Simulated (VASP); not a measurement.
# Sn2GeP2 (I4/mmm) in VASP: a series of runs

The runs below take Sn2GeP2 through single point, relaxation of cell and atoms, with PBE.

Everything below comes from runs of VASP 6.6.1. Logs are shortened: lines on timing, memory, paths and dates and some standing lists are left out, and cuts for length are marked.

### 1 The cell of the first run

The structure is tetragonal, space group I4/mmm (No. 139). The conventional cell has a = 5.350 Å, b = 5.350 Å, c = 7.738 Å, α = 90.00°, β = 90.00°, γ = 90.00°. Sn (site symmetry -4m2) has 4 P at 2.80 Å and 4 Ge at 3.30 Å and 6 Sn at 3.78 to 3.87 Å within 3.9 Å. Within 3.6 Å of Ge (site symmetry 4/mmm) lie 2 P at 2.75 Å and 8 Sn at 3.30 Å. Within 3.0 Å of P (site symmetry 4mm) lie 1 P at 2.25 Å and 1 Ge at 2.75 Å and 4 Sn at 2.80 Å.

The cell was generated, and may not be a known phase.

### 2 Single point, PBE

INCAR

```
ALGO = Normal ; EDIFF = 1E-7
ENCUT = 520 ; GGA = PE
ISIF = 2 ; ISMEAR = 0
LASPH = T ; LCHARG = F
LREAL = F ; LWAVE = F
NBANDS = 34 ; NELM = 60
PREC = Accurate ; SIGMA = 0.1
```

KPOINTS

```
k-points
0
Gamma
  6 6 6
```

POSCAR

```
Sn2GeP2
1.0
   -2.6749956183      2.6749956183      3.8691585958
    2.6749956183     -2.6749956183      3.8691585958
    2.6749956183      2.6749956183     -3.8691585958
Sn Ge P
2 1 2
Direct
    0.2500000000      0.7500000000      0.5000000000
    0.7500000000      0.2500000000      0.5000000000
    0.0000000000      0.0000000000      0.0000000000
    0.6450866105      0.6450866105      0.0000000000
    0.3549133895      0.3549133895      0.0000000000
```

Potentials or basis: VASP PAW PBE potentials, release 64 (Sn_d, Ge_d, P).

Started as:

```bash
$ cat potpaw_PBE.64/Sn_d/POTCAR potpaw_PBE.64/Ge_d/POTCAR potpaw_PBE.64/P/POTCAR > POTCAR
$ mpirun -np 1 vasp_std > vasp.out
```

OUTCAR:

```text
EDIFF = 1E-7
   ENCUT = 520
   GGA = PE
   ISIF = 2
   ISMEAR = 0
   LASPH = T
   LREAL = F
   NELM = 60
   PREC = Accurate

 ion  position               nearest neighbor table
   1  0.250  0.750  0.500-   4 2.80   5 2.80   5 2.80   4 2.80   3 3.30   3 3.30   3 3.30   3 3.30

   2  0.750  0.250  0.500-   4 2.80   5 2.80   5 2.80   4 2.80   3 3.30   3 3.30   3 3.30   3 3.30

   3  0.000  0.000  0.000-   4 2.75   5 2.75   2 3.30   1 3.30   2 3.30   1 3.30   1 3.30   2 3.30
                             1 3.30   2 3.30
   4  0.645  0.645  0.000-   5 2.25   3 2.75   1 2.80   2 2.80   1 2.80   2 2.80
   5  0.355  0.355  0.000-   4 2.25   3 2.75   1 2.80   2 2.80   1 2.80   2 2.80

  LATTYP: Found a body centered tetragonal cell.
 ALAT       =     5.3499912366
 C/A-ratio  =     1.4464167976

  Lattice vectors:

 A1 = (  -2.6749956183,   2.6749956183,   3.8691585958)
 A2 = (   2.6749956183,  -2.6749956183,   3.8691585958)
 A3 = (   2.6749956183,   2.6749956183,  -3.8691585958)

Analysis of symmetry for initial positions (statically):
=====================================================================
 Subroutine PRICEL returns:
 Original cell was already a primitive cell.

 Routine SETGRP: Setting up the symmetry group for a
 body centered tetragonal supercell.

 Subroutine GETGRP returns: Found 16 space group operations
 (whereof 16 operations were pure point group operations)
 out of a pool of 16 trial point group operations.

The static configuration has the point symmetry D_4h.

Analysis of symmetry for dynamics (positions and initial velocities):
=====================================================================
 Subroutine PRICEL returns:
 Original cell was already a primitive cell.

 Routine SETGRP: Setting up the symmetry group for a
 body centered tetragonal supercell.

 Subroutine GETGRP returns: Found 16 space group operations
 (whereof 16 operations were pure point group operations)
 out of a pool of 16 trial point group operations.

The dynamic configuration has the point symmetry D_4h.

 Subroutine INISYM returns: Found 16 space group operations
 (whereof 16 operations are pure point group operations),
 and found     1 'primitive' translations

----------------------------------------------------------------------------------------

                                     Primitive cell

  volume of cell :     110.7446

  direct lattice vectors                    reciprocal lattice vectors
    -2.674995618  2.674995618  3.869158596     0.000000000  0.186916194  0.129227063
     2.674995618 -2.674995618  3.869158596     0.186916194  0.000000000  0.129227063
     2.674995618  2.674995618 -3.869158596     0.186916194  0.186916194  0.000000000

  length of vectors
     5.411246747  5.411246747  5.411246747     0.227238415  0.227238415  0.264339417

  position of ions in fractional coordinates (direct lattice)
     0.250000000  0.750000000  0.500000000
     0.750000000  0.250000000  0.500000000
     0.000000000  0.000000000  0.000000000
     0.645086611  0.645086611  0.000000000
     0.354913389  0.354913389  0.000000000

  ion indices of the primitive-cell ions
   primitive index   ion index
                 1           1
                 2           2
                 3           3
                 4           4
                 5           5

----------------------------------------------------------------------------------------

 KPOINTS: k-points

Automatic generation of k-mesh.
 Grid dimensions read from file:
 generate k-points for:    6    6    6

 Generating k-lattice:

  Cartesian coordinates                     Fractional coordinates (reciprocal lattice)
     0.000000000  0.031152699  0.021537844     0.166666667  0.000000000 -0.000000000
     0.031152699  0.000000000  0.021537844     0.000000000  0.166666667 -0.000000000
     0.031152699  0.031152699  0.000000000     0.000000000  0.000000000  0.166666667

  Length of vectors
     0.037873069  0.037873069  0.044056569

  Shift w.r.t. Gamma in fractional coordinates (k-lattice)
     0.000000000  0.000000000  0.000000000

 Subroutine IBZKPT returns following result:
 ===========================================

 Found     30 irreducible k-points:

 Following reciprocal coordinates:
            Coordinates               Weight
  0.000000  0.000000  0.000000      1.000000
  0.166667 -0.000000  0.000000      8.000000
  0.333333 -0.000000  0.000000      8.000000
  0.500000 -0.000000  0.000000      4.000000
  0.166667  0.166667  0.000000      8.000000
  0.333333  0.166667  0.000000     16.000000
[... 16 lines left out ...]
 -0.333333 -0.333333  0.166667      8.000000
 -0.166667 -0.333333  0.166667      8.000000
 [... further k-points ...]
   k-points           NKPTS =     30   k-points in BZ     NKDIM =     30   number of bands    NBANDS=     34
   number of dos      NEDOS =    301   number of ions     NIONS =      5
   total plane-waves  NPLWV =  64000
   dimension x,y,z NGX =    40 NGY =   40 NGZ =   40
   dimension x,y,z NGXF=    80 NGYF=   80 NGZF=   80
   ions per type =               2   1   2
   NGX,Y,Z   is equivalent  to a cutoff of  12.29, 12.29, 12.29 a.u.
   NGXF,Y,Z  is equivalent  to a cutoff of  24.58, 24.58, 24.58 a.u.
 SYSTEM =  unknown system
   PREC   = accura    normal or accurate (medium, high low for compatibility)
   ISTART =      0    job   : 0-new  1-cont  2-samecut
   ICHARG =      2    charge: 1-file 2-atom 10-const
   ISPIN  =      1    spin polarized calculation?
   LNONCOLLINEAR =      F non collinear calculations
   LSORBIT =      F    spin-orbit coupling
   LASPH  =      T    aspherical Exc in radial PAW
   ENCUT  =  520.0 eV  38.22 Ry    6.18 a.u.  10.06 10.06 10.06*2*pi/ulx,y,z
   NELM   =     60;   NELMIN=  2; NELMDL= -5     # of ELM steps
   EDIFF  = 0.1E-06   stopping-criterion for ELM
   LREAL  =      F    real-space projection
   EDIFFG = 0.1E-05   stopping-criterion for IOM
   NSW    =      0    number of steps for IOM
   IBRION =     -1    ionic relax: 0-MD 1-quasi-New 2-CG
   NFREE  =      0    steps in history (QN), initial steepest desc. (CG)
   ISIF   =      2    stress and relaxation
   ISYM   =      2    0-nonsym 1-usesym 2-fastsym
   POTIM  = 0.5000    time-step for ionic-motion
   TEBEG  =    0.0;   TEEND  =   0.0 temperature during run
   PSTRESS=    0.0 pullay stress
   NELECT =      52.0000    total number of electrons
   NUPDOWN=      -1.0000    fix difference up-down
   EMIN   =  10.00;   EMAX   =-10.00  energy-range for DOS
   EFERMI =   0.00;   METHOD = LEGACY
   ISMEAR =     0;   SIGMA  =   0.10  broadening in eV -4-tet -1-fermi 0-gaus
   EFERMI_NEDOS =   21; number of points for ismear=-14 and -15
   IALGO  =     38    algorithm
   IMIX   =      4    mixing-type and parameters
     AMIX     =   0.40;   BMIX     =  1.00
     AMIX_MAG =   1.60;   BMIX_MAG =  1.00
  volume/ion in A,a.u.               =      22.15       149.47
  Fermi-wavevector in a.u.,A,eV,Ry     =   1.272433  2.404550 22.029012  1.619087
  Thomas-Fermi vector in A             =   2.405312
   LORBIT       =      0    0 simple, 1 ext, 2 COOP (PROOUT), +10 PAW based schemes
   GGA     = PE    functional components
   LHFCALC =     F    Hartree Fock is set to
   AEXX    =    0.0000 exact exchange contribution
   IVDW    =     0    specifies the selected vdW correction
   LEPSILON=     F    determine dielectric tensor
   LRPA    =     F    only Hartree local field effects (RPA)
 non-spin polarized calculation
 Gauss-broadening in eV      SIGMA  =   0.10
  energy-cutoff  :      520.00
  volume of cell :      110.74
 maximum number of plane-waves:      3018
   NGX = 21   NGY = 21   NGZ = 21

 number of electron      51.9999990 magnetization

 Free energy of the ion-electron system (eV)
  ---------------------------------------------------
  ext. energy  EPLUGINS =         0.00000000
  ---------------------------------------------------
  free energy    TOTEN  =       -21.72212907 eV

  energy without entropy =      -21.70673291  energy(sigma->0) =      -21.71443099

 E-fermi :   7.2942     XC(G=0): -10.3945

 val. band max:        7.2929218152   @ k =   0.1667   0.1667   0.0000
 cond. band min:       7.3164724560   @ k =   0.3333   0.3333   0.0000
 fundamental gap:      0.0235506408
 Fermi energy:         7.2942191498

 k-point     1 :       0.0000    0.0000    0.0000
  band No.  band energies     occupation
      1     -17.4570      2.00000
      2     -17.4469      2.00000
      3     -17.4469      2.00000
      4     -17.4312      2.00000
      5     -17.4282      2.00000
      6     -14.3103      2.00000
[... 26 lines left out ...]
     33      13.7414      0.00000
     34      13.8536      0.00000

 k-point     2 :       0.1667   -0.0000    0.0000
  band No.  band energies     occupation
      1     -17.4570      2.00000
      2     -17.4469      2.00000
      3     -17.4469      2.00000
      4     -17.4312      2.00000
      5     -17.4282      2.00000
      6     -14.3056      2.00000
[... 26 lines left out ...]
     33      12.5649      0.00000
     34      13.7740      0.00000

 k-point     3 :       0.3333   -0.0000    0.0000
  band No.  band energies     occupation
      1     -17.4570      2.00000
      2     -17.4469      2.00000
      3     -17.4469      2.00000
      4     -17.4312      2.00000
      5     -17.4282      2.00000
      6     -14.2936      2.00000
[... 26 lines left out ...]
     33      12.4345      0.00000
     34      12.4741      0.00000
[... 704 lines left out ...]
 k-point    23 :      -0.3333   -0.3333    0.1667
  band No.  band energies     occupation
      1     -17.4570      2.00000
      2     -17.4469      2.00000
      3     -17.4469      2.00000
      4     -17.4312      2.00000
      5     -17.4281      2.00000
      6     -14.3045      2.00000
[... 26 lines left out ...]
     33      12.2025      0.00000
     34      12.3033      0.00000

 k-point    24 :      -0.1667   -0.3333    0.1667
  band No.  band energies     occupation
      1     -17.4571      2.00000
      2     -17.4469      2.00000
      3     -17.4469      2.00000
      4     -17.4312      2.00000
      5     -17.4281      2.00000
      6     -14.3079      2.00000
[... 26 lines left out ...]
     33      11.4303      0.00000
     34      11.9857      0.00000

 [... further k-points ...]
[... 5 lines left out ...]
  --------------------------------------------------------------------------------------
  -------------------------------------------------------------------------------------
  Total       -0.0029362     -0.0029362     -0.0507970      0.0000000      0.0000000      0.0000000
  in kB       -0.0424788     -0.0424788     -0.7348955      0.0000000      0.0000000      0.0000000
  external PRESSURE =      -0.2732844 kB  Pullay stress =       0.0000000 kB

 VOLUME and BASIS-vectors are now :
 -----------------------------------------------------------------------------
  energy-cutoff  :      520.00
  volume of cell :      110.74
      direct lattice vectors                 reciprocal lattice vectors
    -2.674995618  2.674995618  3.869158596     0.000000000  0.186916194  0.129227063
     2.674995618 -2.674995618  3.869158596     0.186916194  0.000000000  0.129227063
     2.674995618  2.674995618 -3.869158596     0.186916194  0.186916194  0.000000000

 POSITION                                       TOTAL-FORCE (eV/Angst)
 -----------------------------------------------------------------------------------
      2.67500      0.00000      1.93458        -0.000000     -0.000000     -0.000000
      0.00000      2.67500      1.93458        -0.000000     -0.000000     -0.000000
      0.00000      0.00000      0.00000        -0.000000     -0.000000      0.000000
      0.00000      0.00000      4.99188         0.000000      0.000000     -0.051164
      0.00000      0.00000      2.74643         0.000000      0.000000      0.051164
 -----------------------------------------------------------------------------------
    total drift:                               -0.000000     -0.000000     -0.000000

  FREE ENERGIE OF THE ION-ELECTRON SYSTEM (eV)
  ---------------------------------------------------
  free  energy   TOTEN  =       -21.7221290672 eV

  energy  without entropy=      -21.7067329130  energy(sigma->0) =      -21.71443099
```

Run time: 1.8 min. Hardware: 1 thread of Intel Xeon Platinum 8375C at 2.90GHz (Ice Lake), shared host; peak memory 0.29 GiB.

What came out:

```yaml
Free_energy: -21.7221 eV
Pressure: 0.0 GPa
Largest_force: 0.051 eV/Å
Band_gap_on_the_k_mesh: zero (bands 26 and 27 overlap by 2.90 eV)
```

Forces on the atoms (eV/Å):
```
Sn   0.000  0.000  0.000
Sn   0.000  0.000  0.000
Ge   0.000  0.000  0.000
P    0.000  0.000 -0.051
P    0.000  0.000  0.051
```

Caveat: spin-orbit coupling is left out, which moves the levels of the heavy elements.

(Part 1 of 2 ends here.)

The gap in the log of VASP goes by the Fermi energy; the results here count the filled bands.